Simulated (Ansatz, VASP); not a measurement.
## Two plane-wave programs on MgTlSe

```
Mg Tl Se
1.0
     3.69631    0.00000    0.00000
     0.00000    3.69631    0.00000
     0.00000    0.00000    6.69856
Mg Tl Se
1 1 1
Direct
  0.00000 0.00000 0.00000
  0.50000 0.50000 0.50000
  0.50000 0.50000 0.00000
```

Change from the starting cell: species swapped into the MgNiH type (P4/mmm, No. 123).

Alike in both runs: functional PBE; k mesh 12 × 12 × 8; occupations gaussian, width 0.1 eV; no spin polarisation.

Ansatz relaxed the structure, and its values are those at the end. VASP's run is a single point on that final structure, the one shown.

|  | VASP | Ansatz |
| --- | --- | --- |
| version | VASP 6.6.1 | Ansatz 0.2.0 |
| potentials or method | VASP PAW PBE potentials, release 64 (Mg, Tl_d, Se), cutoff 520 eV | scalar-relativistic, plane waves, PAW |
| valence electrons in the cell | 21 | 39 |

|  | VASP | Ansatz | Ansatz less VASP |
| --- | --- | --- | --- |
| gap on the k mesh at the Fermi level (eV) | none | none | - |
| pressure (GPa) | 0.0 | 0.0 | +0.05 |

A gap of «none» marks a metal or a gap that the smearing closes. VASP's potentials hold 21 valence electrons a cell and Ansatz's 39, so a difference there can come from the potentials and not from the codes.

Neither program's run includes spin-orbit coupling.
